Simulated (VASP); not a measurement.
# LaBi (I4mm) in VASP: further runs

Runs on LaBi. Level: LDA. Tasks: single point.

Program: VASP 6.6.1. These are calculated values, not measurements. Logs are shortened: lines on timing, memory, paths and dates and some standing lists are left out, and cuts for length are marked.

### Step 1. The cell of the first run

It takes space group I4mm (No. 107, tetragonal). Conventional cell: a = 4.642 Å, b = 4.642 Å, c = 6.565 Å, α = 90.00°, β = 90.00°, γ = 90.00°. Within 4.3 Å of La (site symmetry 4mm) lie 6 Bi at 3.26 to 3.31 Å. Bi (site symmetry 4mm) has 6 La at 3.26 to 3.31 Å within 4.3 Å.

### Step 2. Single point, LDA

Input file INCAR:

```
  ALGO = Normal
  EDIFF = 1E-7
  ENCUT = 520
  ISIF = 2
  ISMEAR = -1
  LASPH = True
  LCHARG = True
  LELF = True
  LREAL = False
  LVHAR = True
  LWAVE = False
  NBANDS = 20
  NELM = 100
  PREC = Accurate
  SIGMA = 0.1
```

Input file KPOINTS:

```
k-points
0
Gamma
  6 6 6
```

Input file POSCAR:

```
LaBi
1.0
    0.0000000000      3.2825000000      3.2825000000
    3.2825000000      0.0000000000      3.2825000000
    3.2825000000      3.2825000000      0.0000000000
La Bi
1 1
Direct
    0.0000000000      0.0000000000      0.0000000000
    0.4961919269      0.4961919269      0.5038080731
```

Potentials or basis: VASP PAW LDA potentials, release 64 (La, Bi_d).

Started as:

```
cat potpaw_LDA.64/La/POTCAR potpaw_LDA.64/Bi_d/POTCAR > POTCAR
mpirun -np 1 vasp_std > vasp.out
```

OUTCAR:

```text
EDIFF = 1E-7
   ENCUT = 520
   ISIF = 2
   ISMEAR = -1
   LASPH = True
   LREAL = False
   NELM = 100
   PREC = Accurate

 ion  position               nearest neighbor table
   1  0.000  0.000  0.000-   2 3.26   2 3.28   2 3.28   2 3.28   2 3.28   2 3.31
   2  0.496  0.496  0.504-   1 3.26   1 3.28   1 3.28   1 3.28   1 3.28   1 3.31

  LATTYP: Found a face centered cubic cell.
 ALAT       =     6.5650000000

  Lattice vectors:

 A1 = (   0.0000000000,   3.2825000000,   3.2825000000)
 A2 = (   3.2825000000,   0.0000000000,   3.2825000000)
 A3 = (   3.2825000000,   3.2825000000,   0.0000000000)

Analysis of symmetry for initial positions (statically):
=====================================================================
 Subroutine PRICEL returns:
 Original cell was already a primitive cell.

 Routine SETGRP: Setting up the symmetry group for a
 face centered cubic supercell.

 Subroutine GETGRP returns: Found  8 space group operations
 (whereof  8 operations were pure point group operations)
 out of a pool of 48 trial point group operations.

The static configuration has the point symmetry C_4v.

Analysis of symmetry for dynamics (positions and initial velocities):
=====================================================================
 Subroutine PRICEL returns:
 Original cell was already a primitive cell.

 Routine SETGRP: Setting up the symmetry group for a
 face centered cubic supercell.

 Subroutine GETGRP returns: Found  8 space group operations
 (whereof  8 operations were pure point group operations)
 out of a pool of 48 trial point group operations.

The dynamic configuration has the point symmetry C_4v.

 Subroutine INISYM returns: Found  8 space group operations
 (whereof  8 operations are pure point group operations),
 and found     1 'primitive' translations

----------------------------------------------------------------------------------------

                                     Primitive cell

  volume of cell :      70.7366

  direct lattice vectors                    reciprocal lattice vectors
     0.000000000  3.282500000  3.282500000    -0.152322925  0.152322925  0.152322925
     3.282500000  0.000000000  3.282500000     0.152322925 -0.152322925  0.152322925
     3.282500000  3.282500000  0.000000000     0.152322925  0.152322925 -0.152322925

  length of vectors
     4.642156018  4.642156018  4.642156018     0.263831045  0.263831045  0.263831045

  position of ions in fractional coordinates (direct lattice)
     0.000000000  0.000000000  0.000000000
     0.496191927  0.496191927  0.503808073

  ion indices of the primitive-cell ions
   primitive index   ion index
                 1           1
                 2           2

----------------------------------------------------------------------------------------

 KPOINTS: k-points

Automatic generation of k-mesh.
 Grid dimensions read from file:
 generate k-points for:    6    6    6

 Generating k-lattice:

  Cartesian coordinates                     Fractional coordinates (reciprocal lattice)
    -0.025387154  0.025387154  0.025387154     0.166666667  0.000000000  0.000000000
     0.025387154 -0.025387154  0.025387154     0.000000000  0.166666667  0.000000000
     0.025387154  0.025387154 -0.025387154     0.000000000  0.000000000  0.166666667

  Length of vectors
     0.043971841  0.043971841  0.043971841

  Shift w.r.t. Gamma in fractional coordinates (k-lattice)
     0.000000000  0.000000000  0.000000000

 Subroutine IBZKPT returns following result:
 ===========================================

 Found     30 irreducible k-points:

 Following reciprocal coordinates:
            Coordinates               Weight
  0.000000  0.000000  0.000000      1.000000
  0.166667  0.000000  0.000000      8.000000
  0.333333  0.000000  0.000000      8.000000
  0.500000  0.000000  0.000000      4.000000
  0.166667  0.166667  0.000000      2.000000
  0.000000  0.166667  0.166667      4.000000
[... 16 lines left out ...]
  0.500000  0.333333  0.166667      8.000000
  0.166667  0.500000  0.333333      8.000000
 [... further k-points ...]
   k-points           NKPTS =     30   k-points in BZ     NKDIM =     30   number of bands    NBANDS=     20
   number of dos      NEDOS =    301   number of ions     NIONS =      2
   total plane-waves  NPLWV =  46656
   dimension x,y,z NGX =    36 NGY =   36 NGZ =   36
   dimension x,y,z NGXF=    72 NGYF=   72 NGZF=   72
   ions per type =               1   1
   NGX,Y,Z   is equivalent  to a cutoff of  12.89, 12.89, 12.89 a.u.
   NGXF,Y,Z  is equivalent  to a cutoff of  25.78, 25.78, 25.78 a.u.
 SYSTEM =  unknown system
   PREC   = accura    normal or accurate (medium, high low for compatibility)
   ISTART =      0    job   : 0-new  1-cont  2-samecut
   ICHARG =      2    charge: 1-file 2-atom 10-const
   ISPIN  =      1    spin polarized calculation?
   LNONCOLLINEAR =      F non collinear calculations
   LSORBIT =      F    spin-orbit coupling
   LASPH  =      T    aspherical Exc in radial PAW
   ENCUT  =  520.0 eV  38.22 Ry    6.18 a.u.   8.63  8.63  8.63*2*pi/ulx,y,z
   NELM   =    100;   NELMIN=  2; NELMDL= -5     # of ELM steps
   EDIFF  = 0.1E-06   stopping-criterion for ELM
   LREAL  =      F    real-space projection
   EDIFFG = 0.1E-05   stopping-criterion for IOM
   NSW    =      0    number of steps for IOM
   IBRION =     -1    ionic relax: 0-MD 1-quasi-New 2-CG
   NFREE  =      0    steps in history (QN), initial steepest desc. (CG)
   ISIF   =      2    stress and relaxation
   ISYM   =      2    0-nonsym 1-usesym 2-fastsym
   POTIM  = 0.5000    time-step for ionic-motion
   TEBEG  =    0.0;   TEEND  =   0.0 temperature during run
   PSTRESS=    0.0 pullay stress
   NELECT =      26.0000    total number of electrons
   NUPDOWN=      -1.0000    fix difference up-down
   EMIN   =  10.00;   EMAX   =-10.00  energy-range for DOS
   EFERMI =   0.00;   METHOD = LEGACY
   ISMEAR =    -1;   SIGMA  =   0.10  broadening in eV -4-tet -1-fermi 0-gaus
   EFERMI_NEDOS =   21; number of points for ismear=-14 and -15
   IALGO  =     38    algorithm
   IMIX   =      4    mixing-type and parameters
     AMIX     =   0.40;   BMIX     =  1.00
     AMIX_MAG =   1.60;   BMIX_MAG =  1.00
  volume/ion in A,a.u.               =      35.37       238.68
  Fermi-wavevector in a.u.,A,eV,Ry     =   1.172694  2.216070 18.710871  1.375210
  Thomas-Fermi vector in A             =   2.309118
   LORBIT       =      0    0 simple, 1 ext, 2 COOP (PROOUT), +10 PAW based schemes
   GGA     = CA    functional components
   LHFCALC =     F    Hartree Fock is set to
   AEXX    =    0.0000 exact exchange contribution
   IVDW    =     0    specifies the selected vdW correction
   LEPSILON=     F    determine dielectric tensor
   LRPA    =     F    only Hartree local field effects (RPA)
 non-spin polarized calculation
  energy-cutoff  :      520.00
  volume of cell :       70.74
 maximum number of plane-waves:      1932
 NGX is ok and might be reduce to    36
   NGX = 17   NGY = 17   NGZ = 17

 number of electron      26.0000001 magnetization

 Free energy of the ion-electron system (eV)
  ---------------------------------------------------
  ext. energy  EPLUGINS =         0.00000000
  ---------------------------------------------------
  free energy    TOTEN  =       -12.28562705 eV

  energy without entropy =      -12.27083559  energy(sigma->0) =      -12.27823132

 E-fermi :   6.7080     XC(G=0):  -9.8148

 val. band max:        6.5344825524   @ k =   0.0000   0.1667   0.1667
 cond. band min:       6.7209583316   @ k =   0.3333   0.3333   0.0000
 fundamental gap:      0.1864757792
 Fermi energy:         6.7080212869

 k-point     1 :       0.0000    0.0000    0.0000
  band No.  band energies     occupation
      1     -25.8461      2.00000
      2     -14.9245      2.00000
      3     -14.9243      2.00000
      4     -14.8702      2.00000
      5     -14.8702      2.00000
      6     -14.8702      2.00000
[... 12 lines left out ...]
     19       8.7266      0.00000
     20       8.7393      0.00000

 k-point     2 :       0.1667    0.0000    0.0000
  band No.  band energies     occupation
      1     -25.8419      2.00000
      2     -14.9292      2.00000
      3     -14.9290      2.00000
      4     -14.8701      2.00000
      5     -14.8687      2.00000
      6     -14.8687      2.00000
[... 12 lines left out ...]
     19       8.6650      0.00000
     20       8.7300      0.00000

 k-point     3 :       0.3333    0.0000    0.0000
  band No.  band energies     occupation
      1     -25.8334      2.00000
      2     -14.9388      2.00000
      3     -14.9387      2.00000
      4     -14.8700      2.00000
      5     -14.8654      2.00000
      6     -14.8654      2.00000
[... 12 lines left out ...]
     19       8.6810      0.00000
     20       8.7350      0.00000

 k-point     4 :       0.5000    0.0000    0.0000
  band No.  band energies     occupation
      1     -25.8291      2.00000
      2     -14.9437      2.00000
      3     -14.9436      2.00000
      4     -14.8700      2.00000
      5     -14.8637      2.00000
      6     -14.8637      2.00000
[... 12 lines left out ...]
     19       8.7020      0.00000
     20       8.7378      0.00000

 k-point     5 :       0.1667    0.1667    0.0000
  band No.  band energies     occupation
      1     -25.8407      2.00000
      2     -14.9340      2.00000
      3     -14.9230      2.00000
      4     -14.8711      2.00000
      5     -14.8676      2.00000
      6     -14.8676      2.00000
[... 12 lines left out ...]
     19       8.6503      0.00000
     20       8.8066      0.00000
[... 353 lines left out ...]
      6     -14.8583      2.00000
[... 12 lines left out ...]
     19       8.6889      0.00000
     20       9.1035      0.00000

 k-point    22 :       0.0000    0.5000    0.5000
  band No.  band energies     occupation
      1     -25.8269      2.00000
      2     -14.9192      2.00000
      3     -14.9111      2.00000
      4     -14.8741      2.00000
      5     -14.8583      2.00000
      6     -14.8583      2.00000
[... 12 lines left out ...]
     19       8.6889      0.00000
     20       9.1033      0.00000

 k-point    23 :       0.5000    0.3333    0.1667
  band No.  band energies     occupation
      1     -25.8292      2.00000
      2     -14.9358      2.00000
      3     -14.9240      2.00000
      4     -14.8701      2.00000
      5     -14.8639      2.00000
      6     -14.8617      2.00000
[... 12 lines left out ...]
     19       8.6832      0.00000
     20       8.7500      0.00000

 k-point    24 :       0.1667    0.5000    0.3333
  band No.  band energies     occupation
      1     -25.8292      2.00000
      2     -14.9358      2.00000
      3     -14.9240      2.00000
      4     -14.8701      2.00000
      5     -14.8639      2.00000
      6     -14.8617      2.00000
[... 12 lines left out ...]
     19       8.6832      0.00000
     20       8.7500      0.00000

 [... further k-points ...]

------------------------ aborting loop because EDIFF is reached ----------------------------------------

  FORCE on cell =-STRESS in cart. coord.  units (eV):
  Direction    XX          YY          ZZ          XY          YZ          ZX
  --------------------------------------------------------------------------------------
  -------------------------------------------------------------------------------------
  Total       -0.6717345     -0.6717345     -0.6561142      0.0000000      0.0000000     -0.0000000
  in kB      -15.2147233    -15.2147233    -14.8609245      0.0000000      0.0000000     -0.0000000
  external PRESSURE =     -15.0967904 kB  Pullay stress =       0.0000000 kB

 VOLUME and BASIS-vectors are now :
 -----------------------------------------------------------------------------
  energy-cutoff  :      520.00
  volume of cell :       70.74
      direct lattice vectors                 reciprocal lattice vectors
     0.000000000  3.282500000  3.282500000    -0.152322925  0.152322925  0.152322925
     3.282500000  0.000000000  3.282500000     0.152322925 -0.152322925  0.152322925
     3.282500000  3.282500000  0.000000000     0.152322925  0.152322925 -0.152322925

 POSITION                                       TOTAL-FORCE (eV/Angst)
 -----------------------------------------------------------------------------------
      0.00000      0.00000      0.00000         0.000000      0.000000     -0.084354
      3.28250      3.28250      3.25750         0.000000      0.000000      0.084354
 -----------------------------------------------------------------------------------
    total drift:                               -0.000000     -0.000000     -0.000260

  FREE ENERGIE OF THE ION-ELECTRON SYSTEM (eV)
  ---------------------------------------------------
  free  energy   TOTEN  =       -12.2856270512 eV

  energy  without entropy=      -12.2708355877  energy(sigma->0) =      -12.27823132
```

Wall time 31 s (1 thread of AMD EPYC 9R45 (Zen 5), shared host); peak memory 0.17 GiB.

What came out:

| Item | Value |
| --- | --- |
| Free energy | -12.2856 eV |
| Pressure | -1.5 GPa |
| Largest force | 0.084 eV/Å |
| Band gap on the k mesh | zero (band 13 reaches 6.94 eV, above the bottom of band 14 at 6.47 eV) |

Forces on the atoms (eV/Å):
```
La   0.000  0.000 -0.084
Bi   0.000  0.000  0.084
```

Caveat: spin-orbit coupling is left out, which moves the levels of the heavy elements.

### Step 3. Single point, LDA

Input file INCAR:

```
PREC = Accurate
ENCUT = 520
EDIFF = 1E-7
ISMEAR = -1
SIGMA = 0.1
LREAL = False
LASPH = True
NELM = 80
ALGO = Normal
ISIF = 2
LWAVE = False
LCHARG = False
NBANDS = 20
```

Input file KPOINTS:

```
Automatic mesh
0
Gamma
  6 6 6
```

Edit POSCAR of step 2 so:

```diff
@@ -9,2 +9,2 @@
     0.0000000000      0.0000000000      0.0000000000
-    0.4961919269      0.4961919269      0.5038080731
+    0.5076161462      0.5076161462      0.4923838538
```

Potentials or basis: VASP PAW LDA potentials, release 64 (La, Bi_d).

Started as:

```
cat potpaw_LDA.64/La/POTCAR potpaw_LDA.64/Bi_d/POTCAR > POTCAR
mpirun -np 1 vasp_std > vasp.out
```

Run time: 30 s. Hardware: 1 thread of AMD EPYC 9R45 (Zen 5), shared host; peak memory 0.17 GiB.

The run converged. Its results:

| Property | Result |
| --- | --- |
| Free energy | -12.2825 eV |
| Pressure | -1.5 GPa |
| Largest force | 0.170 eV/Å |
| Band gap on the k mesh | zero (band 13 reaches 6.94 eV, above the bottom of band 14 at 6.47 eV) |

Forces on the atoms (eV/Å):
```
La   0.000  0.000  0.170
Bi   0.000  0.000 -0.170
```

Stress tensor (GPa, compression positive):
```
-1.53  0.00  0.00
 0.00 -1.53  0.00
 0.00  0.00 -1.39
```

Levels at points of the mesh, in eV from the Fermi level:
```tsv
k point	band 11	band 12	band 13	band 14	band 15	band 16
(0.00, 0.00, 0.00)	0.22	0.22	0.22	1.22	1.23	1.23
(0.50, 0.00, 0.00)	-3.29	-1.64	-1.64	1.60	1.78	1.78
(0.50, 0.50, 0.00)	-1.56	-0.27	-0.27	-0.24	1.81	1.84
(0.00, 0.50, 0.50)	-1.57	-0.39	-0.27	-0.13	1.81	1.85
```

Caveat: spin-orbit coupling is left out, which moves the levels of the heavy elements.
